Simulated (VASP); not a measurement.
# LiH (Fm-3m) in VASP: notebook

Runs on LiH. Level: PBE. Tasks: single point, relaxation of cell and atoms.

All numbers are computed with VASP 6.6.1; they aren't measurements. Logs are shortened: lines on timing, memory, paths and dates and some standing lists are left out, and cuts for length are marked.

## (1) The cell of the first run

Symmetry: Fm-3m, No. 225, cubic system. Conventional cell: a = 4.007 Å, b = 4.007 Å, c = 4.007 Å, α = 90.00°, β = 90.00°, γ = 90.00°. Within 2.7 Å of Li (site symmetry m-3m) lie 6 H at 2.00 Å. H (site symmetry m-3m) has 6 Li at 2.00 Å within 2.7 Å.

## (2) Single point, PBE

The input, INCAR:

```
  ALGO = Normal
  EDIFF = 1E-6
  ENCUT = 520
  GGA = PE
  ISIF = 2
  ISMEAR = 0
  LASPH = True
  LCHARG = False
  LREAL = False
  LWAVE = False
  NBANDS = 9
  NELM = 60
  PREC = Accurate
  SIGMA = 0.02
```

The input, KPOINTS:

```
k-points
0
Gamma
  10 10 10
```

The input, POSCAR:

```
LiH
1.0
    0.0000000000      2.0033988188      2.0033988188
    2.0033988188      0.0000000000      2.0033988188
    2.0033988188      2.0033988188      0.0000000000
Li H
1 1
Direct
    0.0000000000      0.0000000000      0.0000000000
    0.5000000000      0.5000000000      0.5000000000
```

Potentials or basis: VASP PAW PBE potentials, release 64 (Li_sv, H).

Started as:

```bash
cat potpaw_PBE.64/Li_sv/POTCAR potpaw_PBE.64/H/POTCAR > POTCAR
mpirun -np 1 vasp_std > vasp.out
```

OUTCAR:

```text
EDIFF = 1E-6
   ENCUT = 520
   GGA = PE
   ISIF = 2
   ISMEAR = 0
   LASPH = True
   LREAL = False
   NELM = 60
   PREC = Accurate

 ion  position               nearest neighbor table
   1  0.000  0.000  0.000-
   2  0.500  0.500  0.500-

  LATTYP: Found a face centered cubic cell.
 ALAT       =     4.0067976376

  Lattice vectors:

 A1 = (   0.0000000000,   2.0033988188,   2.0033988188)
 A2 = (   2.0033988188,   0.0000000000,   2.0033988188)
 A3 = (   2.0033988188,   2.0033988188,   0.0000000000)

Analysis of symmetry for initial positions (statically):
=====================================================================
 Subroutine PRICEL returns:
 Original cell was already a primitive cell.

 Routine SETGRP: Setting up the symmetry group for a
 face centered cubic supercell.

 Subroutine GETGRP returns: Found 48 space group operations
 (whereof 48 operations were pure point group operations)
 out of a pool of 48 trial point group operations.

The static configuration has the point symmetry O_h .

Analysis of symmetry for dynamics (positions and initial velocities):
=====================================================================
 Subroutine PRICEL returns:
 Original cell was already a primitive cell.

 Routine SETGRP: Setting up the symmetry group for a
 face centered cubic supercell.

 Subroutine GETGRP returns: Found 48 space group operations
 (whereof 48 operations were pure point group operations)
 out of a pool of 48 trial point group operations.

The dynamic configuration has the point symmetry O_h .

 Subroutine INISYM returns: Found 48 space group operations
 (whereof 48 operations are pure point group operations),
 and found     1 'primitive' translations

----------------------------------------------------------------------------------------

                                     Primitive cell

  volume of cell :      16.0817

  direct lattice vectors                    reciprocal lattice vectors
     0.000000000  2.003398819  2.003398819    -0.249575868  0.249575868  0.249575868
     2.003398819  0.000000000  2.003398819     0.249575868 -0.249575868  0.249575868
     2.003398819  2.003398819  0.000000000     0.249575868  0.249575868 -0.249575868

  length of vectors
     2.833233780  2.833233780  2.833233780     0.432278084  0.432278084  0.432278084

  position of ions in fractional coordinates (direct lattice)
     0.000000000  0.000000000  0.000000000
     0.500000000  0.500000000  0.500000000

  ion indices of the primitive-cell ions
   primitive index   ion index
                 1           1
                 2           2

----------------------------------------------------------------------------------------

 KPOINTS: k-points

Automatic generation of k-mesh.
 Grid dimensions read from file:
 generate k-points for:   10   10   10

 Generating k-lattice:

  Cartesian coordinates                     Fractional coordinates (reciprocal lattice)
    -0.024957587  0.024957587  0.024957587     0.100000000  0.000000000  0.000000000
     0.024957587 -0.024957587  0.024957587     0.000000000  0.100000000  0.000000000
     0.024957587  0.024957587 -0.024957587     0.000000000  0.000000000  0.100000000

  Length of vectors
     0.043227808  0.043227808  0.043227808

  Shift w.r.t. Gamma in fractional coordinates (k-lattice)
     0.000000000  0.000000000  0.000000000

 Subroutine IBZKPT returns following result:
 ===========================================

 Found     47 irreducible k-points:

 Following reciprocal coordinates:
            Coordinates               Weight
  0.000000  0.000000  0.000000      1.000000
  0.100000  0.000000  0.000000      8.000000
  0.200000  0.000000  0.000000      8.000000
  0.300000  0.000000  0.000000      8.000000
  0.400000  0.000000  0.000000      8.000000
  0.500000  0.000000  0.000000      4.000000
[... 16 lines left out ...]
  0.300000  0.300000  0.000000      6.000000
  0.400000  0.300000  0.000000     24.000000
 [... further k-points ...]
   k-points           NKPTS =     47   k-points in BZ     NKDIM =     47   number of bands    NBANDS=      9
   number of dos      NEDOS =    301   number of ions     NIONS =      2
   total plane-waves  NPLWV =  13824
   dimension x,y,z NGX =    24 NGY =   24 NGZ =   24
   dimension x,y,z NGXF=    48 NGYF=   48 NGZF=   48
   ions per type =               1   1
   NGX,Y,Z   is equivalent  to a cutoff of  14.08, 14.08, 14.08 a.u.
   NGXF,Y,Z  is equivalent  to a cutoff of  28.17, 28.17, 28.17 a.u.
 SYSTEM =  unknown system
   PREC   = accura    normal or accurate (medium, high low for compatibility)
   ISTART =      0    job   : 0-new  1-cont  2-samecut
   ICHARG =      2    charge: 1-file 2-atom 10-const
   ISPIN  =      1    spin polarized calculation?
   LNONCOLLINEAR =      F non collinear calculations
   LSORBIT =      F    spin-orbit coupling
   LASPH  =      T    aspherical Exc in radial PAW
   ENCUT  =  520.0 eV  38.22 Ry    6.18 a.u.   5.27  5.27  5.27*2*pi/ulx,y,z
   NELM   =     60;   NELMIN=  2; NELMDL= -5     # of ELM steps
   EDIFF  = 0.1E-05   stopping-criterion for ELM
   LREAL  =      F    real-space projection
   EDIFFG = 0.1E-04   stopping-criterion for IOM
   NSW    =      0    number of steps for IOM
   IBRION =     -1    ionic relax: 0-MD 1-quasi-New 2-CG
   NFREE  =      0    steps in history (QN), initial steepest desc. (CG)
   ISIF   =      2    stress and relaxation
   ISYM   =      2    0-nonsym 1-usesym 2-fastsym
   POTIM  = 0.5000    time-step for ionic-motion
   TEBEG  =    0.0;   TEEND  =   0.0 temperature during run
   PSTRESS=    0.0 pullay stress
   NELECT =       4.0000    total number of electrons
   NUPDOWN=      -1.0000    fix difference up-down
   EMIN   =  10.00;   EMAX   =-10.00  energy-range for DOS
   EFERMI =   0.00;   METHOD = LEGACY
   ISMEAR =     0;   SIGMA  =   0.02  broadening in eV -4-tet -1-fermi 0-gaus
   EFERMI_NEDOS =   21; number of points for ismear=-14 and -15
   IALGO  =     38    algorithm
   IMIX   =      4    mixing-type and parameters
     AMIX     =   0.40;   BMIX     =  1.00
     AMIX_MAG =   1.60;   BMIX_MAG =  1.00
  volume/ion in A,a.u.               =       8.04        54.26
  Fermi-wavevector in a.u.,A,eV,Ry     =   1.029558  1.945582 14.422031  1.059989
  Thomas-Fermi vector in A             =   2.163611
   LORBIT       =      0    0 simple, 1 ext, 2 COOP (PROOUT), +10 PAW based schemes
   GGA     = PE    functional components
   LHFCALC =     F    Hartree Fock is set to
   AEXX    =    0.0000 exact exchange contribution
   IVDW    =     0    specifies the selected vdW correction
   LEPSILON=     F    determine dielectric tensor
   LRPA    =     F    only Hartree local field effects (RPA)
 non-spin polarized calculation
 Gauss-broadening in eV      SIGMA  =   0.02
  energy-cutoff  :      520.00
  volume of cell :       16.08
 maximum number of plane-waves:       444
 NGX is ok and might be reduce to    24
   NGX = 11   NGY = 11   NGZ = 11

 number of electron       3.9999995 magnetization

 Free energy of the ion-electron system (eV)
  ---------------------------------------------------
  ext. energy  EPLUGINS =         0.00000000
  ---------------------------------------------------
  free energy    TOTEN  =        -6.12707685 eV

  energy without entropy =       -6.12707685  energy(sigma->0) =       -6.12707685

 E-fermi :   0.3585     XC(G=0):  -8.5158

 val. band max:        0.0973320134   @ k =   0.5000   0.5000   0.0000
 cond. band min:       3.0755957065   @ k =   0.5000   0.5000   0.0000
 fundamental gap:      2.9782636931
 Fermi energy:         0.3585402503

 k-point     1 :       0.0000    0.0000    0.0000
  band No.  band energies     occupation
      1     -44.1921      2.00000
      2      -5.3408      2.00000
      3      16.2096      0.00000
      4      18.0017      0.00000
      5      18.0017      0.00000
      6      18.0017      0.00000
      7      22.7195      0.00000
      8      22.7195      0.00000
      9      22.7195      0.00000

 k-point     2 :       0.1000    0.0000    0.0000
  band No.  band energies     occupation
      1     -44.1878      2.00000
      2      -5.1639      2.00000
      3      14.7297      0.00000
      4      17.0058      0.00000
      5      17.6126      0.00000
      6      17.6126      0.00000
      7      22.1504      0.00000
      8      23.5606      0.00000
      9      23.5606      0.00000

 k-point     3 :       0.2000    0.0000    0.0000
  band No.  band energies     occupation
      1     -44.1762      2.00000
      2      -4.6467      2.00000
      3      11.4722      0.00000
      4      15.7351      0.00000
      5      16.9850      0.00000
      6      16.9850      0.00000
      7      22.9952      0.00000
      8      23.3518      0.00000
      9      23.3518      0.00000

 k-point     4 :       0.3000    0.0000    0.0000
  band No.  band energies     occupation
      1     -44.1618      2.00000
      2      -3.8503      2.00000
      3       8.3231      0.00000
      4      14.6894      0.00000
      5      16.6049      0.00000
      6      16.6049      0.00000
      7      21.2808      0.00000
      8      21.2808      0.00000
      9      24.5497      0.00000
[... 205 lines left out ...]
 k-point    22 :      -0.2000    0.2000    0.0000
  band No.  band energies     occupation
      1     -44.1569      2.00000
      2      -3.5130      2.00000
      3       9.6308      0.00000
      4       9.7746      0.00000
      5      16.1368      0.00000
      6      17.1366      0.00000
      7      21.9183      0.00000
      8      24.0359      0.00000
      9      25.7129      0.00000

 k-point    23 :       0.3000    0.3000    0.0000
  band No.  band energies     occupation
      1     -44.1522      2.00000
      2      -3.1134      2.00000
      3       8.6790      0.00000
      4      12.3466      0.00000
      5      12.3466      0.00000
      6      15.5761      0.00000
      7      17.5661      0.00000
      8      28.6537      0.00000
      9      31.1397      0.00000

 k-point    24 :       0.4000    0.3000    0.0000
  band No.  band energies     occupation
      1     -44.1432      2.00000
      2      -2.2216      2.00000
      3       6.7899      0.00000
      4      10.5786      0.00000
      5      11.9053      0.00000
      6      16.3413      0.00000
      7      17.6748      0.00000
      8      29.6940      0.00000
      9      30.1581      0.00000

 [... further k-points ...]
[... 5 lines left out ...]
  --------------------------------------------------------------------------------------
  -------------------------------------------------------------------------------------
  Total       -0.0243946     -0.0243946     -0.0243946     -0.0000000      0.0000000     -0.0000000
  in kB       -2.4303728     -2.4303728     -2.4303728     -0.0000000      0.0000000     -0.0000000
  external PRESSURE =      -2.4303728 kB  Pullay stress =       0.0000000 kB

 VOLUME and BASIS-vectors are now :
 -----------------------------------------------------------------------------
  energy-cutoff  :      520.00
  volume of cell :       16.08
      direct lattice vectors                 reciprocal lattice vectors
     0.000000000  2.003398819  2.003398819    -0.249575868  0.249575868  0.249575868
     2.003398819  0.000000000  2.003398819     0.249575868 -0.249575868  0.249575868
     2.003398819  2.003398819  0.000000000     0.249575868  0.249575868 -0.249575868

 POSITION                                       TOTAL-FORCE (eV/Angst)
 -----------------------------------------------------------------------------------
      0.00000      0.00000      0.00000         0.000000      0.000000      0.000000
      2.00340      2.00340      2.00340         0.000000     -0.000000      0.000000
 -----------------------------------------------------------------------------------
    total drift:                                0.000000     -0.000000     -0.000000

  FREE ENERGIE OF THE ION-ELECTRON SYSTEM (eV)
  ---------------------------------------------------
  free  energy   TOTEN  =        -6.1270768525 eV

  energy  without entropy=       -6.1270768525  energy(sigma->0) =       -6.12707685
```

Wall time 3.4 s (1 thread of Intel Xeon Platinum 8559C (Emerald Rapids), shared host); peak memory 0.13 GiB.

Results:

| Quantity | Value |
| --- | --- |
| Free energy | -6.1271 eV |
| Band gap on the k mesh | 2.98 eV, direct |

Levels at points of the mesh, in eV from the valence-band top:
```tsv
k point	band 1	band 2	band 3	band 4	band 5	band 6	band 7
(0.00, 0.00, 0.00)	-44.29	-5.44	16.11	17.90	17.90	17.90	22.62
(0.50, 0.00, 0.00)	-44.24	-2.63	4.92	13.67	16.51	16.51	19.09
(0.50, 0.50, 0.00)	-44.23	0.00	2.98	10.82	10.82	13.99	17.29
```

Caveat: the cutoff is under 1.25 times the usual one of these potentials, so pressure, stress and relaxed cells hold a basis-set (Pulay) error.

[end of part 1 of 2]
